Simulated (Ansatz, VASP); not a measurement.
**LiH in VASP and in Ansatz**

```xyz
2
Lattice="2.4549 0.0000 0.0000 0.0000 2.4549 0.0000 0.0000 0.0000 2.4549" Properties=species:S:1:pos:R:3 pbc="T T T"
Li    0.0000    0.0000    0.0000
H     1.2274    1.2274    1.2274
```

Alike in both runs: task single point; functional PBE; k mesh 8 × 8 × 8; no spin polarisation.

```csv
,VASP,Ansatz
version,VASP 6.6.1,Ansatz 0.2.0
potentials or method,"VASP PAW PBE potentials, release 64 (Li_sv, H)","plane waves, PAW"
plane-wave cutoff (eV),520,420
occupations,"gaussian, width 0.01 eV",fixed
valence electrons in the cell,4,4
```

```csv
,VASP,Ansatz,Ansatz less VASP
gap on the k mesh at the Fermi level (eV),0.71,0.69,-0.025
```

Noted on VASP's run: the cutoff is short for stress, so the pressure is rough.
